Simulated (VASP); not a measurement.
# BeZn4O (P3m1) in VASP: further runs

The runs below take BeZn4O through single point, relaxation of cell and atoms, with PBE.

Everything below comes from runs of VASP 6.6.1. Logs are shortened: lines on timing, memory, paths and dates and some standing lists are left out, and cuts for length are marked.

## (1) The cell of the first run

The structure is trigonal, space group P3m1 (No. 156). The conventional cell has a = 2.657 Å, b = 2.657 Å, c = 27.982 Å, α = 90.00°, β = 90.00°, γ = 120.00°. Be (site symmetry 3m) has 3 O at 1.53 Å within 2.0 Å. Within 2.0 Å of Be (site symmetry 3m) lie 3 O at 1.53 Å. Zn (site symmetry 3m) has 9 Zn at 2.66 to 2.87 Å within 3.5 Å. Zn (site symmetry 3m) has 9 Zn at 2.66 to 2.88 Å within 3.5 Å. Zn (site symmetry 3m) has 12 Zn at 2.66 to 2.93 Å within 3.5 Å. Within 3.5 Å of Zn (site symmetry 3m) lie 12 Zn at 2.66 to 2.93 Å. Within 3.5 Å of Zn (site symmetry 3m) lie 12 Zn at 2.66 to 2.95 Å. Zn (site symmetry 3m) has 12 Zn at 2.66 to 2.95 Å within 3.5 Å.

## (2) Single point, PBE

File INCAR:

```
SYSTEM = BeZn4O
PREC = Accurate
ENCUT = 520
EDIFF = 1E-6
ISMEAR = 0
SIGMA = 0.2
LREAL = .FALSE.
LASPH = .TRUE.
NELM = 60
ALGO = Normal
ISIF = 2
LWAVE = .FALSE.
LCHARG = .FALSE.
GGA = PE
NBANDS = 68
```

File KPOINTS:

```
regular mesh
0
G
  7 7 1
  0 0 0
```

File POSCAR:

```
BeZn4O
1.0
    2.6568871331      0.0000000000      0.0000000000
   -1.3284435665      2.3009317522      0.0000000000
    0.0000000000      0.0000000000     27.9816131790
Be Zn O
2 8 2
Direct
    0.3333333333      0.6666666667      0.0064393277
    0.0000000000      0.0000000000      0.1116218422
    0.0000000000      0.0000000000      0.8784245515
    0.0000000000      0.0000000000      0.2536617477
    0.3333333333      0.6666666667      0.3406238814
    0.0000000000      0.0000000000      0.4297960803
    0.3333333333      0.6666666667      0.5190077342
    0.0000000000      0.0000000000      0.6089156016
    0.3333333333      0.6666666667      0.6982262016
    0.6666666667      0.3333333333      0.7916077106
    0.0000000000      0.0000000000      0.0060078501
    0.3333333333      0.6666666667      0.1120674710
```

Potentials or basis: VASP PAW PBE potentials, release 64 (Be, Zn, O).

On the command line:

```bash
cat potpaw_PBE.64/Be/POTCAR potpaw_PBE.64/Zn/POTCAR potpaw_PBE.64/O/POTCAR > POTCAR
mpirun -np 1 vasp_std > vasp.out
```

OUTCAR:

```text
SYSTEM = BeZn4O
   PREC = Accurate
   ENCUT = 520
   EDIFF = 1E-6
   ISMEAR = 0
   LREAL = .FALSE.
   LASPH = .TRUE.
   NELM = 60
   ISIF = 2
   GGA = PE

 ion  position               nearest neighbor table
   1  0.333  0.667  0.006-  11 1.53  11 1.53  11 1.53
   2  0.000  0.000  0.112-  12 1.53  12 1.53  12 1.53
   3  0.000  0.000  0.878-  10 2.87  10 2.87  10 2.87
   4  0.000  0.000  0.254-   5 2.88   5 2.88   5 2.88
   5  0.333  0.667  0.341-   4 2.88   4 2.88   4 2.88   6 2.93   6 2.93   6 2.93
   6  0.000  0.000  0.430-   5 2.93   5 2.93   5 2.93   7 2.93   7 2.93   7 2.93
   7  0.333  0.667  0.519-   6 2.93   6 2.93   6 2.93   8 2.95   8 2.95   8 2.95
   8  0.000  0.000  0.609-   9 2.93   9 2.93   9 2.93   7 2.95   7 2.95   7 2.95
   9  0.333  0.667  0.698-   8 2.93   8 2.93   8 2.93  10 3.03  10 3.03  10 3.03
  10  0.667  0.333  0.792-   3 2.87   3 2.87   3 2.87   9 3.03   9 3.03   9 3.03
  11  0.000  0.000  0.006-   1 1.53   1 1.53   1 1.53
  12  0.333  0.667  0.112-   2 1.53   2 1.53   2 1.53

  LATTYP: Found a hexagonal cell.
 ALAT       =     2.6568871331
 C/A-ratio  =    10.5317282132

  Lattice vectors:

 A1 = (   2.6568871331,   0.0000000000,   0.0000000000)
 A2 = (  -1.3284435665,   2.3009317522,   0.0000000000)
 A3 = (   0.0000000000,   0.0000000000,  27.9816131790)

Analysis of symmetry for initial positions (statically):
=====================================================================
 Subroutine PRICEL returns:
 Original cell was already a primitive cell.

 Routine SETGRP: Setting up the symmetry group for a
 hexagonal supercell.

 Subroutine GETGRP returns: Found  6 space group operations
 (whereof  6 operations were pure point group operations)
 out of a pool of 24 trial point group operations.

The static configuration has the point symmetry C_3v.

Analysis of symmetry for dynamics (positions and initial velocities):
=====================================================================
 Subroutine PRICEL returns:
 Original cell was already a primitive cell.

 Routine SETGRP: Setting up the symmetry group for a
 hexagonal supercell.

 Subroutine GETGRP returns: Found  6 space group operations
 (whereof  6 operations were pure point group operations)
 out of a pool of 24 trial point group operations.

The dynamic configuration has the point symmetry C_3v.

 Subroutine INISYM returns: Found  6 space group operations
 (whereof  6 operations are pure point group operations),
 and found     1 'primitive' translations

----------------------------------------------------------------------------------------

                                     Primitive cell

  volume of cell :     171.0604

  direct lattice vectors                    reciprocal lattice vectors
     2.656887133  0.000000000  0.000000000     0.376380309  0.217303273  0.000000000
    -1.328443567  2.300931752  0.000000000     0.000000000  0.434606545  0.000000000
     0.000000000  0.000000000 27.981613179     0.000000000  0.000000000  0.035737754

  length of vectors
     2.656887133  2.656887133 27.981613179     0.434606545  0.434606545  0.035737754

  position of ions in fractional coordinates (direct lattice)
     0.333333333  0.666666667  0.006439328
     0.000000000  0.000000000  0.111621842
     0.000000000  0.000000000  0.878424551
     0.000000000  0.000000000  0.253661748
     0.333333333  0.666666667  0.340623881
     0.000000000  0.000000000  0.429796080
     0.333333333  0.666666667  0.519007734
     0.000000000  0.000000000  0.608915602
     0.333333333  0.666666667  0.698226202
     0.666666667  0.333333333  0.791607711
     0.000000000  0.000000000  0.006007850
     0.333333333  0.666666667  0.112067471

  ion indices of the primitive-cell ions
   primitive index   ion index
                 1           1
                 2           2
                 3           3
                 4           4
                 5           5
                 6           6
                 7           7
                 8           8
                 9           9
                10          10
                11          11
                12          12

----------------------------------------------------------------------------------------

 KPOINTS: regular mesh

Automatic generation of k-mesh.
 Grid dimensions read from file:
 generate k-points for:    7    7    1

 Generating k-lattice:

  Cartesian coordinates                     Fractional coordinates (reciprocal lattice)
     0.053768616  0.031043325  0.000000000     0.142857143  0.000000000  0.000000000
     0.000000000  0.062086649  0.000000000     0.000000000  0.142857143  0.000000000
     0.000000000  0.000000000  0.035737754     0.000000000  0.000000000  1.000000000

  Length of vectors
     0.062086649  0.062086649  0.035737754

  Shift w.r.t. Gamma in fractional coordinates (k-lattice)
     0.000000000  0.000000000  0.000000000

 Subroutine IBZKPT returns following result:
 ===========================================

 Found      8 irreducible k-points:

 Following reciprocal coordinates:
            Coordinates               Weight
  0.000000  0.000000  0.000000      1.000000
  0.142857 -0.000000  0.000000      6.000000
  0.285714  0.000000  0.000000      6.000000
  0.428571  0.000000  0.000000      6.000000
  0.142857  0.142857  0.000000      6.000000
  0.285714  0.142857  0.000000     12.000000
  0.428571  0.142857  0.000000      6.000000
  0.285714  0.285714  0.000000      6.000000
   k-points           NKPTS =      8   k-points in BZ     NKDIM =      8   number of bands    NBANDS=     68
   number of dos      NEDOS =    301   number of ions     NIONS =     12
   total plane-waves  NPLWV =  84000
   dimension x,y,z NGX =    20 NGY =   20 NGZ =  210
   dimension x,y,z NGXF=    40 NGYF=   40 NGZF=  420
   ions per type =               2   8   2
   NGX,Y,Z   is equivalent  to a cutoff of  12.51, 12.51, 12.48 a.u.
   NGXF,Y,Z  is equivalent  to a cutoff of  25.03, 25.03, 24.95 a.u.
 SYSTEM =  BeZn4O
   PREC   = accura    normal or accurate (medium, high low for compatibility)
   ISTART =      0    job   : 0-new  1-cont  2-samecut
   ICHARG =      2    charge: 1-file 2-atom 10-const
   ISPIN  =      1    spin polarized calculation?
   LNONCOLLINEAR =      F non collinear calculations
   LSORBIT =      F    spin-orbit coupling
   LASPH  =      T    aspherical Exc in radial PAW
   ENCUT  =  520.0 eV  38.22 Ry    6.18 a.u.   4.94  4.94 52.03*2*pi/ulx,y,z
   NELM   =     60;   NELMIN=  2; NELMDL= -5     # of ELM steps
   EDIFF  = 0.1E-05   stopping-criterion for ELM
   LREAL  =      F    real-space projection
   EDIFFG = 0.1E-04   stopping-criterion for IOM
   NSW    =      0    number of steps for IOM
   IBRION =     -1    ionic relax: 0-MD 1-quasi-New 2-CG
   NFREE  =      0    steps in history (QN), initial steepest desc. (CG)
   ISIF   =      2    stress and relaxation
   ISYM   =      2    0-nonsym 1-usesym 2-fastsym
   POTIM  = 0.5000    time-step for ionic-motion
   TEBEG  =    0.0;   TEEND  =   0.0 temperature during run
   PSTRESS=    0.0 pullay stress
   NELECT =     112.0000    total number of electrons
   NUPDOWN=      -1.0000    fix difference up-down
   EMIN   =  10.00;   EMAX   =-10.00  energy-range for DOS
   EFERMI =   0.00;   METHOD = LEGACY
   ISMEAR =     0;   SIGMA  =   0.20  broadening in eV -4-tet -1-fermi 0-gaus
   EFERMI_NEDOS =   21; number of points for ismear=-14 and -15
   IALGO  =     38    algorithm
   IMIX   =      4    mixing-type and parameters
     AMIX     =   0.40;   BMIX     =  1.00
     AMIX_MAG =   1.60;   BMIX_MAG =  1.00
  volume/ion in A,a.u.               =      14.26        96.20
  Fermi-wavevector in a.u.,A,eV,Ry     =   1.421557  2.686353 27.494988  2.020825
  Thomas-Fermi vector in A             =   2.542354
   LORBIT       =      0    0 simple, 1 ext, 2 COOP (PROOUT), +10 PAW based schemes
   GGA     = PE    functional components
   LHFCALC =     F    Hartree Fock is set to
   AEXX    =    0.0000 exact exchange contribution
   IVDW    =     0    specifies the selected vdW correction
   LEPSILON=     F    determine dielectric tensor
   LRPA    =     F    only Hartree local field effects (RPA)
 non-spin polarized calculation
 Gauss-broadening in eV      SIGMA  =   0.20
  energy-cutoff  :      520.00
  volume of cell :      171.06
 maximum number of plane-waves:      4665
 NGX is ok and might be reduce to    20
   NGX =  9   NGY =  9   NGZ =105

 number of electron     111.9999993 magnetization

 Free energy of the ion-electron system (eV)
  ---------------------------------------------------
  ext. energy  EPLUGINS =         0.00000000
  ---------------------------------------------------
  free energy    TOTEN  =       -36.78542812 eV

  energy without entropy =      -36.75596650  energy(sigma->0) =      -36.77069731

 E-fermi :   2.4009     XC(G=0): -10.5834

 val. band max:        2.3059867188   @ k =   0.4286   0.0000   0.0000
 cond. band min:       2.5695538022   @ k =   0.2857   0.0000   0.0000
 fundamental gap:      0.2635670834
 Fermi energy:         2.4008652991

 k-point     1 :       0.0000    0.0000    0.0000
  band No.  band energies     occupation
      1     -17.5678      2.00000
      2     -17.3551      2.00000
      3      -7.5824      2.00000
      4      -7.3197      2.00000
      5      -6.9864      2.00000
      6      -6.5470      2.00000
[... 60 lines left out ...]
     67      12.9936      0.00000
     68      14.3193      0.00000

 k-point     2 :       0.1429   -0.0000    0.0000
  band No.  band energies     occupation
      1     -17.4002      2.00000
      2     -17.2024      2.00000
      3      -6.9867      2.00000
      4      -6.7337      2.00000
      5      -6.4226      2.00000
      6      -6.0403      2.00000
[... 60 lines left out ...]
     67      12.9958      0.00000
     68      14.3512      0.00000

 k-point     3 :       0.2857    0.0000    0.0000
  band No.  band energies     occupation
      1     -16.9835      2.00000
      2     -16.8285      2.00000
      3      -5.7652      2.00000
      4      -5.6792      2.00000
      5      -5.6006      2.00000
      6      -5.5508      2.00000
[... 60 lines left out ...]
     67       9.5884      0.00000
     68      10.1972      0.00000

 k-point     4 :       0.4286    0.0000    0.0000
  band No.  band energies     occupation
      1     -16.5936      2.00000
      2     -16.4942      2.00000
      3      -5.7066      2.00000
      4      -5.6921      2.00000
      5      -5.6839      2.00000
      6      -5.6633      2.00000
[... 60 lines left out ...]
     67       8.1192      0.00000
     68       8.4737      0.00000

 k-point     5 :       0.1429    0.1429    0.0000
  band No.  band energies     occupation
      1     -17.1056      2.00000
      2     -16.9366      2.00000
      3      -5.9436      2.00000
      4      -5.7579      2.00000
      5      -5.5741      2.00000
      6      -5.4048      2.00000
[... 60 lines left out ...]
     67      11.7500      0.00000
     68      11.8624      0.00000

 k-point     6 :       0.2857    0.1429    0.0000
  band No.  band energies     occupation
      1     -16.6873      2.00000
      2     -16.5686      2.00000
      3      -5.4820      2.00000
      4      -5.4748      2.00000
      5      -5.4574      2.00000
      6      -5.4327      2.00000
[... 60 lines left out ...]
     67       8.8562      0.00000
     68       9.5476      0.00000

 k-point     7 :       0.4286    0.1429    0.0000
  band No.  band energies     occupation
      1     -16.4749      2.00000
      2     -16.3914      2.00000
      3      -5.5631      2.00000
      4      -5.5514      2.00000
      5      -5.5471      2.00000
      6      -5.5264      2.00000
[... 60 lines left out ...]
     67       8.3642      0.00000
     68       8.7759      0.00000

 k-point     8 :       0.2857    0.2857    0.0000
  band No.  band energies     occupation
      1     -16.4225      2.00000
      2     -16.3409      2.00000
      3      -5.3475      2.00000
      4      -5.3289      2.00000
      5      -5.2940      2.00000
      6      -5.2594      2.00000
[... 60 lines left out ...]
     67       7.1990      0.00000
     68       7.4045      0.00000

------------------------ aborting loop because EDIFF is reached ----------------------------------------

  FORCE on cell =-STRESS in cart. coord.  units (eV):
  Direction    XX          YY          ZZ          XY          YZ          ZX
  --------------------------------------------------------------------------------------
  -------------------------------------------------------------------------------------
  Total        0.7130451      0.7130451      0.2494538      0.0000000      0.0000000     -0.0000000
  in kB        6.6784851      6.6784851      2.3364210      0.0000000      0.0000000     -0.0000000
  external PRESSURE =       5.2311304 kB  Pullay stress =       0.0000000 kB

 VOLUME and BASIS-vectors are now :
 -----------------------------------------------------------------------------
  energy-cutoff  :      520.00
  volume of cell :      171.06
      direct lattice vectors                 reciprocal lattice vectors
     2.656887133  0.000000000  0.000000000     0.376380309  0.217303273  0.000000000
    -1.328443567  2.300931752  0.000000000     0.000000000  0.434606545  0.000000000
     0.000000000  0.000000000 27.981613179     0.000000000  0.000000000  0.035737754

 POSITION                                       TOTAL-FORCE (eV/Angst)
 -----------------------------------------------------------------------------------
     -0.00000      1.53395      0.18018         0.000000     -0.000000     -0.045013
      0.00000      0.00000      3.12336         0.000000     -0.000000      0.055256
      0.00000      0.00000     24.57974         0.000000      0.000000      0.005160
      0.00000      0.00000      7.09786         0.000000     -0.000000      0.010726
     -0.00000      1.53395      9.53121         0.000000     -0.000000     -0.005979
      0.00000      0.00000     12.02639         0.000000      0.000000      0.010588
     -0.00000      1.53395     14.52267        -0.000000      0.000000     -0.011101
      0.00000      0.00000     17.03844         0.000000     -0.000000     -0.003973
     -0.00000      1.53395     19.53750        -0.000000     -0.000000      0.022834
      1.32844      0.76698     22.15046        -0.000000      0.000000     -0.027962
      0.00000      0.00000      0.16811         0.000000     -0.000000      0.036049
     -0.00000      1.53395      3.13583         0.000000     -0.000000     -0.046585
 -----------------------------------------------------------------------------------
    total drift:                               -0.000010      0.000005     -0.001900

  FREE ENERGIE OF THE ION-ELECTRON SYSTEM (eV)
  ---------------------------------------------------
  free  energy   TOTEN  =       -36.7854281193 eV

  energy  without entropy=      -36.7559664985  energy(sigma->0) =      -36.77069731
```

It took 2.2 min on 1 thread of Intel Xeon Platinum 8559C (Emerald Rapids), shared host; peak memory 0.3 GiB.

What came out:

```
Free energy            : -36.7854 eV
Pressure               : 0.5 GPa
Largest force          : 0.055 eV/Å
Band gap on the k mesh : zero (band 56 reaches 4.27 eV, above the bottom of band 57 at -0.27 eV)
```

Forces in eV/Å, atoms in the order of the input:
```
Be   0.000  0.000 -0.045
Be   0.000  0.000  0.055
Zn   0.000  0.000  0.005
Zn   0.000  0.000  0.011
Zn   0.000  0.000 -0.006
Zn   0.000  0.000  0.011
Zn   0.000  0.000 -0.011
Zn   0.000  0.000 -0.004
Zn   0.000  0.000  0.023
Zn   0.000  0.000 -0.028
O    0.000  0.000  0.036
O    0.000  0.000 -0.047
```

Caveat: the k points lie up to 0.39 Å⁻¹ apart.

(Continued in part 2 of 2.)
